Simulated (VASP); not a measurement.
# VH (Fm-3m) in VASP: a series of runs

The runs below take VH through electric field gradients, with r2SCAN.

Everything below comes from runs of VASP 6.6.1. Logs are shortened: lines on timing, memory, paths and dates and some standing lists are left out, and cuts for length are marked.

### 1 The cell of the first run

It takes space group Fm-3m (No. 225, cubic). The conventional cell has a = 3.010 Å, b = 3.010 Å, c = 3.010 Å, α = 90.00°, β = 90.00°, γ = 90.00°. V (site symmetry m-3m) has 6 H at 1.50 Å within 2.0 Å. H (site symmetry m-3m) has 6 V at 1.50 Å within 2.0 Å.

### 2 Electric field gradients, r2SCAN (3.41 Å³/atom)

Input file POSCAR:

```
VH
1.0
    0.0000000000      1.5048428912      1.5048428912
    1.5048428912      0.0000000000      1.5048428912
    1.5048428912      1.5048428912      0.0000000000
V H
1 1
Direct
    0.0000000000      0.0000000000      0.0000000000
    0.5000000000      0.5000000000      0.5000000000
```

Input file INCAR.step1:

```
ALGO     = Normal         # electronic algorithm
EDIFF    = 1E-4           # SCF threshold, eV
ENCUT    = 520            # plane-wave cutoff, eV
GGA      = PE             # functional
ISMEAR   = -1             # smearing method
LASPH    = True           # aspherical terms in the spheres
LCHARG   = False          # write CHGCAR
LREAL    = False          # projectors in reciprocal space
LWAVE    = True           # write WAVECAR
NBANDS   = 14             # bands
NELM     = 60             # most SCF steps
PREC     = Accurate       # precision mode
SIGMA    = 0.05           # smearing width, eV
```

Input file INCAR.step2:

```
ALGO     = Normal         # electronic algorithm
EDIFF    = 1E-8           # SCF threshold, eV
ENCUT    = 520            # plane-wave cutoff, eV
ISIF     = 2              # what is computed and relaxed
ISMEAR   = -1             # smearing method
ISTART   = 1            
LASPH    = True           # aspherical terms in the spheres
LCHARG   = False          # write CHGCAR
LEFG     = True         
LMIXTAU  = True         
LREAL    = False          # projectors in reciprocal space
LWAVE    = False          # write WAVECAR
METAGGA  = R2SCAN         # meta-GGA
NBANDS   = 14             # bands
NELM     = 60             # most SCF steps
PREC     = Accurate       # precision mode
SIGMA    = 0.05           # smearing width, eV
```

Input file KPOINTS:

```
k-points
0
Gamma
  16 16 16
```

Potentials or basis: VASP PAW PBE potentials, release 64 (V_sv, H).

Command:

```bash
> cat potpaw_PBE.64/V_sv/POTCAR potpaw_PBE.64/H/POTCAR > POTCAR
> cp INCAR.step1 INCAR
> mpirun -np 1 vasp_std > vasp.out
> cp INCAR.step2 INCAR
> mpirun -np 1 vasp_std > vasp.out
```

OUTCAR:

```text
EDIFF = 1E-8
   ENCUT = 520
   ISIF = 2
   ISMEAR = -1
   ISTART = 1
   LASPH = True
   LREAL = False
   METAGGA = R2SCAN
   NELM = 60
   PREC = Accurate

 ion  position               nearest neighbor table
   1  0.000  0.000  0.000-   2 1.50   2 1.50   2 1.50   2 1.50   2 1.50   2 1.50
   2  0.500  0.500  0.500-   1 1.50   1 1.50   1 1.50   1 1.50   1 1.50   1 1.50

  LATTYP: Found a face centered cubic cell.
 ALAT       =     3.0096857824

  Lattice vectors:

 A1 = (   0.0000000000,   1.5048428912,   1.5048428912)
 A2 = (   1.5048428912,   0.0000000000,   1.5048428912)
 A3 = (   1.5048428912,   1.5048428912,   0.0000000000)

Analysis of symmetry for initial positions (statically):
=====================================================================
 Subroutine PRICEL returns:
 Original cell was already a primitive cell.

 Routine SETGRP: Setting up the symmetry group for a
 face centered cubic supercell.

 Subroutine GETGRP returns: Found 48 space group operations
 (whereof 48 operations were pure point group operations)
 out of a pool of 48 trial point group operations.

The static configuration has the point symmetry O_h .

Analysis of symmetry for dynamics (positions and initial velocities):
=====================================================================
 Subroutine PRICEL returns:
 Original cell was already a primitive cell.

 Routine SETGRP: Setting up the symmetry group for a
 face centered cubic supercell.

 Subroutine GETGRP returns: Found 48 space group operations
 (whereof 48 operations were pure point group operations)
 out of a pool of 48 trial point group operations.

The dynamic configuration has the point symmetry O_h .

 Subroutine INISYM returns: Found 48 space group operations
 (whereof 48 operations are pure point group operations),
 and found     1 'primitive' translations

----------------------------------------------------------------------------------------

                                     Primitive cell

  volume of cell :       6.8156

  direct lattice vectors                    reciprocal lattice vectors
     0.000000000  1.504842891  1.504842891    -0.332260599  0.332260599  0.332260599
     1.504842891  0.000000000  1.504842891     0.332260599 -0.332260599  0.332260599
     1.504842891  1.504842891  0.000000000     0.332260599  0.332260599 -0.332260599

  length of vectors
     2.128169226  2.128169226  2.128169226     0.575492238  0.575492238  0.575492238

  position of ions in fractional coordinates (direct lattice)
     0.000000000  0.000000000  0.000000000
     0.500000000  0.500000000  0.500000000

  ion indices of the primitive-cell ions
   primitive index   ion index
                 1           1
                 2           2

----------------------------------------------------------------------------------------

 KPOINTS: k-points

Automatic generation of k-mesh.
 Grid dimensions read from file:
 generate k-points for:   16   16   16

 Generating k-lattice:

  Cartesian coordinates                     Fractional coordinates (reciprocal lattice)
    -0.020766287  0.020766287  0.020766287     0.062500000  0.000000000  0.000000000
     0.020766287 -0.020766287  0.020766287     0.000000000  0.062500000  0.000000000
     0.020766287  0.020766287 -0.020766287     0.000000000  0.000000000  0.062500000

  Length of vectors
     0.035968265  0.035968265  0.035968265

  Shift w.r.t. Gamma in fractional coordinates (k-lattice)
     0.000000000  0.000000000  0.000000000

 Subroutine IBZKPT returns following result:
 ===========================================

 Found    145 irreducible k-points:

 Following reciprocal coordinates:
            Coordinates               Weight
  0.000000  0.000000  0.000000      1.000000
  0.062500  0.000000  0.000000      8.000000
  0.125000  0.000000  0.000000      8.000000
  0.187500  0.000000  0.000000      8.000000
  0.250000  0.000000  0.000000      8.000000
  0.312500  0.000000  0.000000      8.000000
[... 16 lines left out ...]
 -0.125000  0.062500  0.000000     24.000000
 -0.062500  0.062500  0.000000     12.000000
 [... further k-points ...]
   k-points           NKPTS =    145   k-points in BZ     NKDIM =    145   number of bands    NBANDS=     14
   number of dos      NEDOS =    301   number of ions     NIONS =      2
   total plane-waves  NPLWV =   4096
   dimension x,y,z NGX =    16 NGY =   16 NGZ =   16
   dimension x,y,z NGXF=    32 NGYF=   32 NGZF=   32
   ions per type =               1   1
   NGX,Y,Z   is equivalent  to a cutoff of  12.50, 12.50, 12.50 a.u.
   NGXF,Y,Z  is equivalent  to a cutoff of  25.00, 25.00, 25.00 a.u.
 SYSTEM =  unknown system
   PREC   = accura    normal or accurate (medium, high low for compatibility)
   ISTART =      1    job   : 0-new  1-cont  2-samecut
   ICHARG =      0    charge: 1-file 2-atom 10-const
   ISPIN  =      1    spin polarized calculation?
   LNONCOLLINEAR =      F non collinear calculations
   LSORBIT =      F    spin-orbit coupling
   LASPH  =      T    aspherical Exc in radial PAW
   ENCUT  =  520.0 eV  38.22 Ry    6.18 a.u.   3.96  3.96  3.96*2*pi/ulx,y,z
   NELM   =     60;   NELMIN=  2; NELMDL=  0     # of ELM steps
   EDIFF  = 0.1E-07   stopping-criterion for ELM
   LREAL  =      F    real-space projection
   EDIFFG = 0.1E-06   stopping-criterion for IOM
   NSW    =      0    number of steps for IOM
   IBRION =     -1    ionic relax: 0-MD 1-quasi-New 2-CG
   NFREE  =      0    steps in history (QN), initial steepest desc. (CG)
   ISIF   =      2    stress and relaxation
   ISYM   =      2    0-nonsym 1-usesym 2-fastsym
   POTIM  = 0.5000    time-step for ionic-motion
   TEBEG  =    0.0;   TEEND  =   0.0 temperature during run
   PSTRESS=    0.0 pullay stress
   NELECT =      14.0000    total number of electrons
   NUPDOWN=      -1.0000    fix difference up-down
   EMIN   =  10.00;   EMAX   =-10.00  energy-range for DOS
   EFERMI =   0.00;   METHOD = LEGACY
   ISMEAR =    -1;   SIGMA  =   0.05  broadening in eV -4-tet -1-fermi 0-gaus
   EFERMI_NEDOS =   21; number of points for ismear=-14 and -15
   IALGO  =     38    algorithm
   IMIX   =      4    mixing-type and parameters
     AMIX     =   0.40;   BMIX     =  1.00
     AMIX_MAG =   1.60;   BMIX_MAG =  1.00
  volume/ion in A,a.u.               =       3.41        23.00
  Fermi-wavevector in a.u.,A,eV,Ry     =   2.081052  3.932619 58.923827  4.330779
  Thomas-Fermi vector in A             =   3.076064
   LORBIT       =      0    0 simple, 1 ext, 2 COOP (PROOUT), +10 PAW based schemes
   METAGGA = R2SCAN    functional components
   LHFCALC =     F    Hartree Fock is set to
   AEXX    =    0.0000 exact exchange contribution
   IVDW    =     0    specifies the selected vdW correction
   LEPSILON=     F    determine dielectric tensor
   LRPA    =     F    only Hartree local field effects (RPA)
 non-spin polarized calculation
  energy-cutoff  :      520.00
  volume of cell :        6.82
 maximum number of plane-waves:       200
   NGX =  7   NGY =  7   NGZ =  7

 number of electron      14.0000010 magnetization

 Free energy of the ion-electron system (eV)
  ---------------------------------------------------
  ext. energy  EPLUGINS =         0.00000000
  ---------------------------------------------------
  free energy    TOTEN  =        -7.58552125 eV

  energy without entropy =       -7.58107197  energy(sigma->0) =       -7.58329661

 E-fermi :  23.4603     XC(G=0): -19.6341

 val. band max:       23.4333301202   @ k =   0.1875   0.1250   0.0000
 cond. band min:      23.4756710079   @ k =  -0.2500   0.1875   0.0625
 fundamental gap:      0.0423408877
 Fermi energy:        23.4603290695

 k-point     1 :       0.0000    0.0000    0.0000
  band No.  band energies     occupation
      1     -44.8337      2.00000
      2     -13.0608      2.00000
      3     -13.0608      2.00000
      4     -13.0608      2.00000
      5      10.5574      2.00000
      6      22.3214      2.00000
      7      22.3215      2.00000
      8      22.3215      2.00000
      9      27.1625      0.00000
     10      27.1625      0.00000
     11      44.5076      0.00000
     12      48.1605      0.00000
     13      51.4112      0.00000
     14      51.4113      0.00000
[... 377 lines left out ...]
      1     -44.6306      2.00000
      2     -13.7889      2.00000
      3     -13.2502      2.00000
      4     -13.0854      2.00000
      5      11.3489      2.00000
      6      21.7191      2.00000
      7      22.6341      2.00000
      8      22.7204      2.00000
      9      26.4612      0.00000
     10      27.1164      0.00000
     11      44.1770      0.00000
     12      45.8950      0.00000
     13      51.9601      0.00000
     14      53.0435      0.00000

 [... further k-points ...]

------------------------ aborting loop because EDIFF is reached ----------------------------------------

  FORCE on cell =-STRESS in cart. coord.  units (eV):
  Direction    XX          YY          ZZ          XY          YZ          ZX
  --------------------------------------------------------------------------------------
  -------------------------------------------------------------------------------------
  Total       32.1356582     32.1356582     32.1356582      0.0000000     -0.0000000      0.0000000
  in kB     7554.3013178   7554.3013178   7554.3013178      0.0000000     -0.0000000      0.0000000
  external PRESSURE =    7554.3013178 kB  Pullay stress =       0.0000000 kB

 VOLUME and BASIS-vectors are now :
 -----------------------------------------------------------------------------
  energy-cutoff  :      520.00
  volume of cell :        6.82
      direct lattice vectors                 reciprocal lattice vectors
     0.000000000  1.504842891  1.504842891    -0.332260599  0.332260599  0.332260599
     1.504842891  0.000000000  1.504842891     0.332260599 -0.332260599  0.332260599
     1.504842891  1.504842891  0.000000000     0.332260599  0.332260599 -0.332260599

 POSITION                                       TOTAL-FORCE (eV/Angst)
 -----------------------------------------------------------------------------------
      0.00000      0.00000      0.00000         0.000000      0.000000      0.000000
      1.50484      1.50484      1.50484         0.000000      0.000000     -0.000000
 -----------------------------------------------------------------------------------
    total drift:                                0.000000     -0.000000     -0.000000

  FREE ENERGIE OF THE ION-ELECTRON SYSTEM (eV)
  ---------------------------------------------------
  free  energy   TOTEN  =        -7.5855212538 eV

  energy  without entropy=       -7.5810719691  energy(sigma->0) =       -7.58329661

 Electric field gradients (V/A^2)
---------------------------------------------------------------------
 ion       V_xx      V_yy      V_zz      V_xy      V_xz      V_yz
---------------------------------------------------------------------
   1       0.000     0.000    -0.000     0.001     0.001     0.001
   2       0.000     0.000    -0.000    -0.002    -0.002    -0.002
---------------------------------------------------------------------

 Electric field gradients after diagonalization (V/A^2)
 (convention: |V_zz| > |V_xx| > |V_yy|)
----------------------------------------------------------------------
 ion       V_xx      V_yy      V_zz     asymmetry (V_yy - V_xx)/ V_zz
----------------------------------------------------------------------
   1      -0.001    -0.001     0.003       0.000
   2       0.002     0.002    -0.003       0.000
----------------------------------------------------------------------

           NMR quadrupolar parameters

 Cq : quadrupolar parameter    Cq=e*Q*V_zz/h
 eta: asymmetry parameters     (V_yy - V_xx)/ V_zz
 Q  : nuclear electric quadrupole moment in mb (millibarn)
----------------------------------------------------------------------
 ion       Cq(MHz)       eta       Q (mb)
----------------------------------------------------------------------
   1       0.000       0.000       1.000
   2      -0.000       0.000       1.000
----------------------------------------------------------------------
```

It took 38 s on 1 thread of AMD EPYC 9R45 (Zen 5), shared host; peak memory 0.1 GiB.

The run converged, but its numbers aren't listed here, since they failed a check.

Caveat: the cell stands under pressure; the PAW data sets were made with another functional, which shifts forces and pressure a little.

(Continued in part 2 of 3.)
